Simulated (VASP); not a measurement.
# MnS in VASP: a series of runs, part 2 of 2

VASP 6.6.1. Earlier steps stand in the parts before.

**3. Single point, r2SCAN, collinear spin, antiferromagnetic start**

The input, POSCAR:

```
MnS
1.0
    0.0000000000      2.7899753951     -2.7899753951
    0.0000000000      2.7899753951      2.7899753951
    5.4710633736      0.0000000000      0.0000000000
Mn S
2 2
Direct
    0.0000000000      0.0000000000      0.0000000000
    0.5000000000      0.5000000000      0.5000000000
    0.0000000000      0.5000000000      0.2499999987
    0.5000000000      1.0000000000      0.7500000013
```

The input, INCAR.step1:

```
  PREC = Accurate
  ENCUT = 550
  ISMEAR = 0
  SIGMA = 0.05
  LREAL = F
  LASPH = T
  NELM = 200
  ISPIN = 2
  MAGMOM = 4.54 -4.54 0 0
  LMAXMIX = 4
  NBANDS = 31
  GGA = PE
  ALGO = Normal
  EDIFF = 1E-5
  LWAVE = T
  LCHARG = F
  GGA_COMPAT = F
```

The input, INCAR.step2:

```
  PREC = Accurate
  ENCUT = 550
  EDIFF = 1E-6
  ISMEAR = 0
  SIGMA = 0.05
  LREAL = F
  LASPH = T
  NELM = 200
  ALGO = Normal
  ISIF = 2
  LWAVE = F
  LCHARG = F
  ISPIN = 2
  MAGMOM = 4.54 -4.54 0 0
  LORBIT = 11
  LMAXMIX = 4
  METAGGA = R2SCAN
  LMIXTAU = T
  NBANDS = 31
  ISTART = 1
  GGA_COMPAT = F
```

The input, KPOINTS:

```
Automatic mesh
0
Gamma
  6 6 4
```

Potentials or basis: VASP PAW PBE potentials, release 64 (Mn_pv, S).

Run with:

```bash
$ cat potpaw_PBE.64/Mn_pv/POTCAR potpaw_PBE.64/S/POTCAR > POTCAR
$ cp INCAR.step1 INCAR
$ mpirun -np 1 vasp_std > vasp.out
$ cp INCAR.step2 INCAR
$ mpirun -np 1 vasp_std > vasp.out
```

OUTCAR:

```text
PREC = Accurate
   ENCUT = 550
   EDIFF = 1E-6
   ISMEAR = 0
   LREAL = F
   LASPH = T
   NELM = 200
   ISIF = 2
   ISPIN = 2
   LORBIT = 11
   METAGGA = R2SCAN
   ISTART = 1

 ion  position               nearest neighbor table
   1  0.000  0.000  0.000-   3 2.40   4 2.40   3 2.40   4 2.40
   2  0.500  0.500  0.500-   3 2.40   4 2.40   4 2.40   3 2.40
   3  0.000  0.500  0.250-   1 2.40   1 2.40   2 2.40   2 2.40
   4  0.500  0.000  0.750-   1 2.40   1 2.40   2 2.40   2 2.40

  LATTYP: Found a simple tetragonal cell.
 ALAT       =     3.9456210424
 C/A-ratio  =     1.3866165338

  Lattice vectors:

 A1 = (   0.0000000000,   2.7899753951,  -2.7899753951)
 A2 = (   0.0000000000,   2.7899753951,   2.7899753951)
 A3 = (   5.4710633736,   0.0000000000,   0.0000000000)

Analysis of symmetry for initial positions (statically):
=====================================================================
 Subroutine PRICEL returns following result:

  LATTYP: Found a body centered tetragonal cell.
 ALAT       =     3.9456210424
 C/A-ratio  =     1.3866165338
[... 12 lines left out ...]
 Subroutine GETGRP returns: Found  8 space group operations
 (whereof  8 operations were pure point group operations)
 out of a pool of 16 trial point group operations.

The static configuration has the point symmetry D_2d.

Analysis of symmetry for dynamics (positions and initial velocities):
=====================================================================
 Subroutine PRICEL returns following result:

  LATTYP: Found a body centered tetragonal cell.
 ALAT       =     3.9456210424
 C/A-ratio  =     1.3866165338
[... 12 lines left out ...]
 Subroutine GETGRP returns: Found  8 space group operations
 (whereof  8 operations were pure point group operations)
 out of a pool of 16 trial point group operations.

The dynamic configuration has the point symmetry D_2d.

Analysis of structural, dynamic, and magnetic symmetry:
=====================================================================
 Subroutine PRICEL returns following result:
[... 165 lines left out ...]
  ---------------------------------------------------
  free energy    TOTEN  =       -50.14209167 eV

  energy without entropy =      -50.14209167  energy(sigma->0) =      -50.14209167

 E-fermi :   3.8862     XC(G=0): -10.0371

 val. band max:        3.5844505201   @ k =   0.0000   0.0000   0.5000
 cond. band min:       5.7238163420   @ k =   0.5000   0.5000   0.0000
 fundamental gap:      2.1393658219
 Fermi energy:         3.8862060641

 spin component 1

 k-point     1 :       0.0000    0.0000    0.0000
  band No.  band energies     occupation
      1     -48.3545      1.00000
      2     -48.3235      1.00000
      3     -48.3235      1.00000
      4     -42.3650      1.00000
      5     -42.3650      1.00000
      6     -42.3565      1.00000
[... 805 lines left out ...]
     30      12.2431      0.00000
     31      12.7743      0.00000

 [... further k-points ...]

 spin component 2

 k-point     1 :       0.0000    0.0000    0.0000
  band No.  band energies     occupation
      1     -48.3545      1.00000
      2     -48.3235      1.00000
      3     -48.3235      1.00000
      4     -42.3650      1.00000
      5     -42.3650      1.00000
      6     -42.3565      1.00000
[... 805 lines left out ...]
     30      12.2431      0.00000
     31      12.7743      0.00000

 [... further k-points ...]
[... 5 lines left out ...]
  --------------------------------------------------------------------------------------
  -------------------------------------------------------------------------------------
  Total       -0.0151688      0.0057890      0.0057890     -0.0000000      0.0000000      0.0000000
  in kB       -0.2853382      0.1088968      0.1088968     -0.0000000      0.0000000      0.0000000
  external PRESSURE =      -0.0225149 kB  Pullay stress =       0.0000000 kB

 VOLUME and BASIS-vectors are now :
 -----------------------------------------------------------------------------
  energy-cutoff  :      550.00
  volume of cell :       85.17
      direct lattice vectors                 reciprocal lattice vectors
     0.000000000  2.789975395 -2.789975395     0.000000000  0.179213050 -0.179213050
     0.000000000  2.789975395  2.789975395     0.000000000  0.179213050  0.179213050
     5.471063374  0.000000000  0.000000000     0.182779824  0.000000000  0.000000000

 POSITION                                       TOTAL-FORCE (eV/Angst)
 -----------------------------------------------------------------------------------
      0.00000      0.00000      0.00000         0.000000     -0.000000      0.000000
      2.73553      2.78998      0.00000        -0.000000      0.000000     -0.000000
      1.36777      1.39499      1.39499         0.000000      0.000000     -0.000000
      4.10330      1.39499     -1.39499         0.000000      0.000000     -0.000000
 -----------------------------------------------------------------------------------
    total drift:                                0.000000      0.000000      0.000000

  FREE ENERGIE OF THE ION-ELECTRON SYSTEM (eV)
  ---------------------------------------------------
  free  energy   TOTEN  =       -50.1420916736 eV

  energy  without entropy=      -50.1420916736  energy(sigma->0) =      -50.14209167

 total charge

# of ion       s       p       d       tot
------------------------------------------
    1        0.275   6.215   4.915  11.405
    2        0.275   6.215   4.915  11.405
    3        1.301   2.492   0.000   3.793
    4        1.301   2.492   0.000   3.793
--------------------------------------------------
tot          3.152  17.413   9.831  30.396

 magnetization (x)

# of ion       s       p       d       tot
------------------------------------------
    1        0.028   0.047   4.208   4.283
    2       -0.028  -0.047  -4.208  -4.283
    3        0.000   0.000   0.000   0.000
    4        0.000   0.000   0.000   0.000
--------------------------------------------------
tot          0.000   0.000   0.000   0.000
```

Wall time 6.5 min (1 thread of Oxide Virtual Turin-like, shared host); peak memory 0.27 GiB.

What came out:

```
Free energy                                           : -50.1421 eV
Pressure                                              : 0.0 GPa
Band gap on the k mesh                                : 2.14 eV
Net moment                                            : 0.00 μB per cell
Site moments                                          : Mn +4.28, -4.28; S +0.00 μB
Valence electrons inside the program's atomic spheres : Mn 11.40; S 3.79
```

Caveat: the antiferromagnetic order is the one typed at the start, and another may lie lower; the PAW data sets were made with another functional, which shifts forces and pressure a little.

**4. Single point, PBE, collinear spin, ferromagnetic start**

This run uses another cell than the first one: it holds 2 atoms, not 4.

The input, INCAR:

```
SYSTEM = MnS
ALGO     = Normal         ! electronic algorithm
EDIFF    = 1E-6           ! SCF threshold, eV
ENCUT    = 500            ! plane-wave cutoff, eV
GGA      = PE             ! functional
GGA_COMPAT= .False.      
ISIF     = 2              ! what is computed and relaxed
ISMEAR   = 0              ! smearing method
ISPIN    = 2              ! spin polarisation
LASPH    = .True.         ! aspherical terms in the spheres
LCHARG   = .False.        ! write CHGCAR
LMAXMIX  = 4              ! l up to which the mixer works
LORBIT   = 11             ! projections on sites
LREAL    = .False.        ! projectors in reciprocal space
LWAVE    = .False.        ! write WAVECAR
MAGMOM   = 5 0            ! initial moments
NBANDS   = 20             ! bands
NELM     = 200            ! most SCF steps
PREC     = Accurate       ! precision mode
SIGMA    = 0.05           ! smearing width, eV
```

The input, KPOINTS:

```
k-points
0
Gamma
  6 6 6
  0 0 0
```

The input, POSCAR:

```
MnS
1.0
    0.0000000000      2.8000000000      2.8000000000
    2.8000000000      0.0000000000      2.8000000000
    2.8000000000      2.8000000000      0.0000000000
Mn S
1 1
Direct
    0.0000000000      0.0000000000      0.0000000000
    0.2500000000      0.2500000000      0.2500000000
```

Potentials or basis: VASP PAW PBE potentials, release 64 (Mn_pv, S).

Run with:

```bash
$ cat potpaw_PBE.64/Mn_pv/POTCAR potpaw_PBE.64/S/POTCAR > POTCAR
$ mpirun -np 1 vasp_std > vasp.out
```

OUTCAR:

```text
SYSTEM = MnS
   EDIFF = 1E-6
   ENCUT = 500
   GGA = PE
   ISIF = 2
   ISMEAR = 0
   ISPIN = 2
   LASPH = .True.
   LORBIT = 11
   LREAL = .False.
   NELM = 200
   PREC = Accurate

 ion  position               nearest neighbor table
   1  0.000  0.000  0.000-   2 2.42   2 2.42   2 2.42   2 2.42
   2  0.250  0.250  0.250-   1 2.42   1 2.42   1 2.42   1 2.42

  LATTYP: Found a face centered cubic cell.
 ALAT       =     5.6000000000

  Lattice vectors:

 A1 = (   0.0000000000,   2.8000000000,   2.8000000000)
 A2 = (   2.8000000000,   0.0000000000,   2.8000000000)
 A3 = (   2.8000000000,   2.8000000000,   0.0000000000)

Analysis of symmetry for initial positions (statically):
=====================================================================
 Subroutine PRICEL returns:
 Original cell was already a primitive cell.

 Routine SETGRP: Setting up the symmetry group for a
 face centered cubic supercell.

 Subroutine GETGRP returns: Found 24 space group operations
 (whereof 24 operations were pure point group operations)
 out of a pool of 48 trial point group operations.

The static configuration has the point symmetry T_d .

Analysis of symmetry for dynamics (positions and initial velocities):
=====================================================================
 Subroutine PRICEL returns:
 Original cell was already a primitive cell.

 Routine SETGRP: Setting up the symmetry group for a
 face centered cubic supercell.

 Subroutine GETGRP returns: Found 24 space group operations
 (whereof 24 operations were pure point group operations)
 out of a pool of 48 trial point group operations.

The dynamic configuration has the point symmetry T_d .

Analysis of structural, dynamic, and magnetic symmetry:
=====================================================================
 Subroutine PRICEL returns:
 Original cell was already a primitive cell.

 Routine SETGRP: Setting up the symmetry group for a
 face centered cubic supercell.

 Subroutine GETGRP returns: Found 24 space group operations
 (whereof 24 operations were pure point group operations)
 out of a pool of 48 trial point group operations.

The overall configuration has the point symmetry T_d .

 Subroutine INISYM returns: Found 24 space group operations
 (whereof 24 operations are pure point group operations),
 and found     1 'primitive' translations

----------------------------------------------------------------------------------------

                                     Primitive cell

  volume of cell :      43.9040

  direct lattice vectors                    reciprocal lattice vectors
     0.000000000  2.800000000  2.800000000    -0.178571429  0.178571429  0.178571429
     2.800000000  0.000000000  2.800000000     0.178571429 -0.178571429  0.178571429
     2.800000000  2.800000000  0.000000000     0.178571429  0.178571429 -0.178571429

  length of vectors
     3.959797975  3.959797975  3.959797975     0.309294787  0.309294787  0.309294787

  position of ions in fractional coordinates (direct lattice)
     0.000000000  0.000000000  0.000000000
     0.250000000  0.250000000  0.250000000

[... 57 lines left out ...]
 SYSTEM =  MnS
   PREC   = accura    normal or accurate (medium, high low for compatibility)
   ISTART =      0    job   : 0-new  1-cont  2-samecut
   ICHARG =      2    charge: 1-file 2-atom 10-const
   ISPIN  =      2    spin polarized calculation?
   LNONCOLLINEAR =      F non collinear calculations
   LSORBIT =      F    spin-orbit coupling
   LASPH  =      T    aspherical Exc in radial PAW
   ENCUT  =  500.0 eV  36.75 Ry    6.06 a.u.   7.22  7.22  7.22*2*pi/ulx,y,z
   NELM   =    200;   NELMIN=  2; NELMDL= -5     # of ELM steps
   EDIFF  = 0.1E-05   stopping-criterion for ELM
   LREAL  =      F    real-space projection
   EDIFFG = 0.1E-04   stopping-criterion for IOM
   NSW    =      0    number of steps for IOM
   IBRION =     -1    ionic relax: 0-MD 1-quasi-New 2-CG
   NFREE  =      0    steps in history (QN), initial steepest desc. (CG)
   ISIF   =      2    stress and relaxation
   ISYM   =      2    0-nonsym 1-usesym 2-fastsym
   POTIM  = 0.5000    time-step for ionic-motion
   TEBEG  =    0.0;   TEEND  =   0.0 temperature during run
   PSTRESS=    0.0 pullay stress
   NELECT =      19.0000    total number of electrons
   NUPDOWN=      -1.0000    fix difference up-down
   EMIN   =  10.00;   EMAX   =-10.00  energy-range for DOS
   EFERMI =   0.00;   METHOD = LEGACY
   ISMEAR =     0;   SIGMA  =   0.05  broadening in eV -4-tet -1-fermi 0-gaus
   EFERMI_NEDOS =   21; number of points for ismear=-14 and -15
   IALGO  =     38    algorithm
   IMIX   =      4    mixing-type and parameters
     AMIX     =   0.40;   BMIX     =  1.00
     AMIX_MAG =   1.60;   BMIX_MAG =  1.00
  volume/ion in A,a.u.               =      21.95       148.14
  Fermi-wavevector in a.u.,A,eV,Ry     =   1.238297  2.340041 20.862879  1.533378
  Thomas-Fermi vector in A             =   2.372828
   LORBIT       =     11    0 simple, 1 ext, 2 COOP (PROOUT), +10 PAW based schemes
   GGA     = PE    functional components
   LHFCALC =     F    Hartree Fock is set to
   AEXX    =    0.0000 exact exchange contribution
   IVDW    =     0    specifies the selected vdW correction
   LEPSILON=     F    determine dielectric tensor
   LRPA    =     F    only Hartree local field effects (RPA)
 spin polarized calculation
 Gauss-broadening in eV      SIGMA  =   0.05
  energy-cutoff  :      500.00
  volume of cell :       43.90
 maximum number of plane-waves:      1139
 NGX is ok and might be reduce to    30

 number of electron      18.9999987 magnetization       4.9316356

 Free energy of the ion-electron system (eV)
  ---------------------------------------------------
  ext. energy  EPLUGINS =         0.00000000
  ---------------------------------------------------
  free energy    TOTEN  =       -14.07989266 eV

  energy without entropy =      -14.07800556  energy(sigma->0) =      -14.07894911

 E-fermi :   4.5264     XC(G=0):  -9.3135

 val. band max:        4.5050439869   @ k =   0.1667   0.0000   0.0000
 cond. band min:       4.5270678385   @ k =   0.5000   0.5000   0.0000
 fundamental gap:      0.0220238517
 Fermi energy:         4.5263885925

 spin component 1

 k-point     1 :       0.0000    0.0000    0.0000
  band No.  band energies     occupation
      1     -46.2450      1.00000
      2     -46.2450      1.00000
      3     -46.2450      1.00000
      4      -9.3879      1.00000
      5      -0.3593      1.00000
      6      -0.3593      1.00000
[... 344 lines left out ...]
      6      -0.1686      1.00000
[... 12 lines left out ...]
     19      17.3052      0.00000
     20      17.5664      0.00000
 Fermi energy:         4.5263885925

 spin component 2

 k-point     1 :       0.0000    0.0000    0.0000
  band No.  band energies     occupation
      1     -41.6491      1.00000
      2     -41.6491      1.00000
      3     -41.6491      1.00000
      4      -9.0736      1.00000
      5       1.2158      1.00000
      6       1.2158      1.00000
[... 357 lines left out ...]
     19      17.9487      0.00000
     20      18.1301      0.00000

------------------------ aborting loop because EDIFF is reached ----------------------------------------

  FORCE on cell =-STRESS in cart. coord.  units (eV):
  Direction    XX          YY          ZZ          XY          YZ          ZX
  --------------------------------------------------------------------------------------
  -------------------------------------------------------------------------------------
  Total        0.3192014      0.3192014      0.3192014     -0.0000000     -0.0000000      0.0000000
  in kB       11.6485326     11.6485326     11.6485326     -0.0000000     -0.0000000      0.0000000
  external PRESSURE =      11.6485326 kB  Pullay stress =       0.0000000 kB

 VOLUME and BASIS-vectors are now :
 -----------------------------------------------------------------------------
  energy-cutoff  :      500.00
  volume of cell :       43.90
      direct lattice vectors                 reciprocal lattice vectors
     0.000000000  2.800000000  2.800000000    -0.178571429  0.178571429  0.178571429
     2.800000000  0.000000000  2.800000000     0.178571429 -0.178571429  0.178571429
     2.800000000  2.800000000  0.000000000     0.178571429  0.178571429 -0.178571429

 POSITION                                       TOTAL-FORCE (eV/Angst)
 -----------------------------------------------------------------------------------
      0.00000      0.00000      0.00000         0.000000      0.000000      0.000000
      1.40000      1.40000      1.40000        -0.000000     -0.000000     -0.000000
 -----------------------------------------------------------------------------------
    total drift:                               -0.000000     -0.000000      0.000000

  FREE ENERGIE OF THE ION-ELECTRON SYSTEM (eV)
  ---------------------------------------------------
  free  energy   TOTEN  =       -14.0798926631 eV

  energy  without entropy=      -14.0780055556  energy(sigma->0) =      -14.07894911

 total charge

# of ion       s       p       d       tot
------------------------------------------
    1        0.261   6.212   4.902  11.375
    2        1.314   2.451   0.000   3.765
--------------------------------------------------
tot          1.575   8.663   4.902  15.140

 magnetization (x)

# of ion       s       p       d       tot
------------------------------------------
    1        0.049   0.066   4.220   4.335
    2        0.011   0.079   0.000   0.090
--------------------------------------------------
tot          0.060   0.145   4.220   4.425
```

It took 60 s on 1 thread of Oxide Virtual Turin-like, shared host; peak memory 0.15 GiB.

What came out:

| Item | Value |
| --- | --- |
| Free energy | -14.0799 eV |
| Pressure | 1.2 GPa |
| Net moment | 4.93 μB per cell |
| Site moments | Mn +4.33; S +0.09 μB |
| Valence electrons inside the program's atomic spheres | Mn 11.38; S 3.77 |

Levels at points of the mesh, in eV from the Fermi level:
Spin up:
```
           k point  band 9  band 10  band 11  band 12  band 13  band 14  band 15  band 16
(0.00, 0.00, 0.00)   -3.21     0.23     0.23     0.23     0.95     5.83     5.83     5.83
(0.50, 0.00, 0.00)   -3.10    -2.89    -0.79    -0.79     2.94     6.27     6.27     6.83
(0.50, 0.50, 0.00)   -3.00    -2.72    -2.16    -2.16     2.74     4.32     9.08    10.71
```
Spin down:
| k point | band 3 | band 4 | band 5 | band 6 | band 7 | band 8 | band 9 | band 10 | band 11 | band 12 |
| --- | --- | --- | --- | --- | --- | --- | --- | --- | --- | --- |
| (0.00, 0.00, 0.00) | -46.18 | -13.60 | -3.31 | -3.31 | -3.31 | 0.83 | 0.83 | 1.97 | 3.02 | 3.02 |
| (0.50, 0.00, 0.00) | -46.18 | -12.96 | -5.15 | -3.23 | -3.23 | 0.89 | 0.96 | 0.96 | 2.05 | 2.05 |
| (0.50, 0.50, 0.00) | -46.18 | -12.75 | -5.07 | -3.34 | -3.34 | 0.00 | 0.86 | 1.27 | 1.31 | 1.31 |

Caveat: a cell with one magnetic atom can't hold antiferromagnetic order, which such compounds often take; semilocal functionals often make such compounds metallic where correlation or magnetic order opens a gap, which also shifts bond lengths. With open d or f shells a metallic result of PBE can be an artefact of self-interaction; +U or a hybrid may open a gap.

The gap in the log of VASP goes by the Fermi energy; the results here count the filled bands.